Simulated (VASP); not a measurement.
# Al (Fm-3m) in VASP: settings compared, part 2 of 2

VASP 6.6.1. The steps go on from the part before.

## Step 3: Single point, r2SCAN

POSCAR reads:

```
Al
1.0
    0.0000000000      1.9966927595      1.9966927595
    1.9966927595      0.0000000000      1.9966927595
    1.9966927595      1.9966927595      0.0000000000
Al
1
Direct
    0.0000000000      0.0000000000      0.0000000000
```

INCAR.step1 reads:

```
SYSTEM = Al
ALGO     = Normal         ! electronic algorithm
EDIFF    = 1E-4           ! SCF threshold, eV
ENCUT    = 520            ! plane-wave cutoff, eV
GGA      = PE             ! functional
ISMEAR   = -1             ! smearing method
LASPH    = .TRUE.         ! aspherical terms in the spheres
LCHARG   = .FALSE.        ! write CHGCAR
LREAL    = .FALSE.        ! projectors in reciprocal space
LWAVE    = .TRUE.         ! write WAVECAR
NBANDS   = 8              ! bands
NELM     = 80             ! most SCF steps
PREC     = Accurate       ! precision mode
SIGMA    = 0.3            ! smearing width, eV
```

INCAR.step2 reads:

```
SYSTEM = Al
ALGO     = Normal         ! electronic algorithm
EDIFF    = 1E-6           ! SCF threshold, eV
ENCUT    = 520            ! plane-wave cutoff, eV
ISIF     = 2              ! what is computed and relaxed
ISMEAR   = -1             ! smearing method
ISTART   = 1            
LASPH    = .TRUE.         ! aspherical terms in the spheres
LCHARG   = .FALSE.        ! write CHGCAR
LMIXTAU  = .TRUE.       
LREAL    = .FALSE.        ! projectors in reciprocal space
LWAVE    = .FALSE.        ! write WAVECAR
METAGGA  = R2SCAN         ! meta-GGA
NBANDS   = 8              ! bands
NELM     = 80             ! most SCF steps
PREC     = Accurate       ! precision mode
SIGMA    = 0.3            ! smearing width, eV
```

KPOINTS reads:

```
k-points
0
G
  14 14 14
  0 0 0
```

Potentials or basis: VASP PAW PBE potentials, release 64 (Al).

Command:

```sh
$ cat potpaw_PBE.64/Al/POTCAR > POTCAR
$ cp INCAR.step1 INCAR
$ mpirun -np 1 vasp_std > vasp.out
$ cp INCAR.step2 INCAR
$ mpirun -np 1 vasp_std > vasp.out
```

It took 29 s on 1 thread of Intel Xeon 6975P-C, shared host; peak memory 0.14 GiB.

Results (log left out):

* Free energy: -6.7902 eV
* Pressure: 0.1 GPa

Levels at points of the mesh, in eV from the Fermi level:
| k point | band 1 | band 2 | band 3 | band 4 | band 5 |
| --- | --- | --- | --- | --- | --- |
| (0.00, 0.00, 0.00) | -12.09 | 13.54 | 13.54 | 13.54 | 15.73 |
| (0.50, 0.00, 0.00) | -5.14 | -4.57 | 12.26 | 12.26 | 12.73 |
| (0.50, 0.50, 0.00) | -3.24 | -1.66 | 5.48 | 6.19 | 6.19 |

Caveat: the PAW data sets were made with another functional, which shifts forces and pressure a little.

## Step 4: Single point, r2SCAN

POSCAR reads:

```
Al
1.0
    0.0000000000      1.9966927596      1.9966927596
    1.9966927596      0.0000000000      1.9966927596
    1.9966927596      1.9966927596      0.0000000000
Al
1
Direct
    0.0000000000      0.0000000000      0.0000000000
```

INCAR.step1 reads:

```
SYSTEM = Al
PREC = Accurate
ENCUT = 520
ISMEAR = -1
SIGMA = 0.1
LREAL = .False.
LASPH = .True.
NELM = 80
NBANDS = 8
GGA = PE
ALGO = Normal
EDIFF = 1E-4
LWAVE = .True.
LCHARG = .False.
```

INCAR.step2 reads:

```
SYSTEM = Al
PREC = Accurate
ENCUT = 520
EDIFF = 1E-7
ISMEAR = -1
SIGMA = 0.1
LREAL = .False.
LASPH = .True.
NELM = 80
ALGO = Normal
ISIF = 2
LWAVE = .False.
LCHARG = .False.
METAGGA = R2SCAN
LMIXTAU = .True.
NBANDS = 8
ISTART = 1
```

KPOINTS reads:

```
Automatic mesh
0
Gamma
  7 7 7
  0 0 0
```

Potentials or basis: VASP PAW PBE potentials, release 64 (Al).

Command:

```sh
$ cat potpaw_PBE.64/Al/POTCAR > POTCAR
$ cp INCAR.step1 INCAR
$ mpirun -np 1 vasp_std > vasp.out
$ cp INCAR.step2 INCAR
$ mpirun -np 1 vasp_std > vasp.out
```

OUTCAR:

```text
SYSTEM = Al
   PREC = Accurate
   ENCUT = 520
   EDIFF = 1E-7
   ISMEAR = -1
   LREAL = .False.
   LASPH = .True.
   NELM = 80
   ISIF = 2
   METAGGA = R2SCAN
   ISTART = 1

 ion  position               nearest neighbor table
   1  0.000  0.000  0.000-

  LATTYP: Found a face centered cubic cell.
 ALAT       =     3.9933855192

  Lattice vectors:

 A1 = (   0.0000000000,   1.9966927596,   1.9966927596)
 A2 = (   1.9966927596,   0.0000000000,   1.9966927596)
 A3 = (   1.9966927596,   1.9966927596,   0.0000000000)

Analysis of symmetry for initial positions (statically):
=====================================================================
 Subroutine PRICEL returns:
 Original cell was already a primitive cell.

 Routine SETGRP: Setting up the symmetry group for a
 face centered cubic supercell.

 Subroutine GETGRP returns: Found 48 space group operations
 (whereof 48 operations were pure point group operations)
 out of a pool of 48 trial point group operations.

The static configuration has the point symmetry O_h .

Analysis of symmetry for dynamics (positions and initial velocities):
[... 153 lines left out ...]

 val. band max:        8.4637443503   @ k =  -0.2857   0.2857   0.0000
 cond. band min:       8.7487029027   @ k =  -0.2857   0.4286   0.1429
 fundamental gap:      0.2849585524
 Fermi energy:         8.4666230840

 k-point     1 :       0.0000    0.0000    0.0000
  band No.  band energies     occupation
      1      -3.6962      2.00000
      2      21.9178      0.00000
      3      21.9178      0.00000
      4      21.9178      0.00000
      5      24.1112      0.00000
      6      24.1112      0.00000
      7      24.1112      0.00000
      8      26.0208      0.00000
[... 199 lines left out ...]
 k-point    20 :      -0.2857    0.4286    0.1429
  band No.  band energies     occupation
      1       6.2929      2.00000
      2       6.9879      2.00000
      3       8.7487      0.11242
      4      12.1475      0.00000
      5      22.2293      0.00000
      6      27.1648      0.00000
      7      27.6055      0.00000
      8      29.5735      0.00000

------------------------ aborting loop because EDIFF is reached ----------------------------------------

  FORCE on cell =-STRESS in cart. coord.  units (eV):
  Direction    XX          YY          ZZ          XY          YZ          ZX
  --------------------------------------------------------------------------------------
  -------------------------------------------------------------------------------------
  Total       -0.0446772     -0.0446772     -0.0446772      0.0000000     -0.0000000      0.0000000
  in kB       -4.4960694     -4.4960694     -4.4960694      0.0000000     -0.0000000      0.0000000
  external PRESSURE =      -4.4960694 kB  Pullay stress =       0.0000000 kB

 VOLUME and BASIS-vectors are now :
 -----------------------------------------------------------------------------
  energy-cutoff  :      520.00
  volume of cell :       15.92
      direct lattice vectors                 reciprocal lattice vectors
     0.000000000  1.996692760  1.996692760    -0.250414090  0.250414090  0.250414090
     1.996692760  0.000000000  1.996692760     0.250414090 -0.250414090  0.250414090
     1.996692760  1.996692760  0.000000000     0.250414090  0.250414090 -0.250414090

 POSITION                                       TOTAL-FORCE (eV/Angst)
 -----------------------------------------------------------------------------------
      0.00000      0.00000      0.00000        -0.000000     -0.000000      0.000000
 -----------------------------------------------------------------------------------
    total drift:                               -0.000000      0.000000     -0.000000

  FREE ENERGIE OF THE ION-ELECTRON SYSTEM (eV)
  ---------------------------------------------------
  free  energy   TOTEN  =        -6.7946232728 eV

  energy  without entropy=       -6.7863908042  energy(sigma->0) =       -6.79050704
```

Wall time 17 s (1 thread of AMD EPYC 9R45 (Zen 5), shared host); peak memory 0.1 GiB.

What came out:

* Free energy: -6.7946 eV
* Pressure: -0.4 GPa

Caveat: the k points lie up to 0.39 Å⁻¹ apart; the PAW data sets were made with another functional, which shifts forces and pressure a little.

## Step 5: Single point, r2SCAN0

POSCAR is that of step 4.

INCAR.step1 reads:

```
ALGO = Normal
EDIFF = 1E-5
ENCUT = 520
GGA = PE
ISIF = 2
ISMEAR = -1
LASPH = T
LCHARG = F
LREAL = F
LWAVE = T
NBANDS = 8
NELM = 100
PREC = Accurate
SIGMA = 0.1
```

INCAR.step2 reads:

```
AEXX = 0.25
ALGO = Normal
EDIFF = 1E-7
ENCUT = 520
ISIF = 2
ISMEAR = -1
ISTART = 1
LASPH = T
LCHARG = F
LHFCALC = T
LMIXTAU = T
LREAL = F
LWAVE = F
METAGGA = R2SCAN
NBANDS = 8
NELM = 100
PREC = Accurate
PRECFOCK = Normal
SIGMA = 0.1
```

KPOINTS reads:

```
k-points
0
Gamma
  7 7 7
```

Command:

```sh
$ cat potpaw_PBE.64/Al/POTCAR > POTCAR
$ cp INCAR.step1 INCAR
$ mpirun -np 1 vasp_std > vasp.out
$ cp INCAR.step2 INCAR
$ mpirun -np 1 vasp_std > vasp.out
```

It took 4.1 min on 1 thread of AMD EPYC 9R45 (Zen 5), shared host; peak memory 0.11 GiB.

It converged, with:

* Free energy: -6.7571 eV
* Pressure: -0.6 GPa

Levels at points of the mesh, in eV from the Fermi level:
```tsv
k point	band 1	band 2	band 3	band 4
(0.00, 0.00, 0.00)	-13.87	14.67	14.67	14.67
```

Caveat: the k points lie up to 0.39 Å⁻¹ apart; the PAW data sets were made with another functional, which shifts forces and pressure a little.

## Step 6: The runs side by side

```tsv
level	k mesh	smearing	grid for exact exchange (PRECFOCK)	gap on the mesh (eV)	pressure (GPa)
r2SCAN	14 × 14 × 14	fermi-dirac 0.2 eV	-	none	-0.2
r2SCAN	14 × 14 × 14	fermi-dirac 0.3 eV	-	none	0.1
r2SCAN	7 × 7 × 7	fermi-dirac 0.1 eV	-	none	-0.4
r2SCAN0	7 × 7 × 7	fermi-dirac 0.1 eV	Normal	none	-0.6
```

Alike in all rows: task single point; potentials or basis VASP PAW PBE potentials, release 64 (Al); no spin polarisation; cell as given; cutoff (eV) 520.

Caveats: some runs use coarse meshes; the PAW data sets were made with another functional, which shifts forces and pressure a little.

Absolute energies hang on the potentials; compare differences alone.
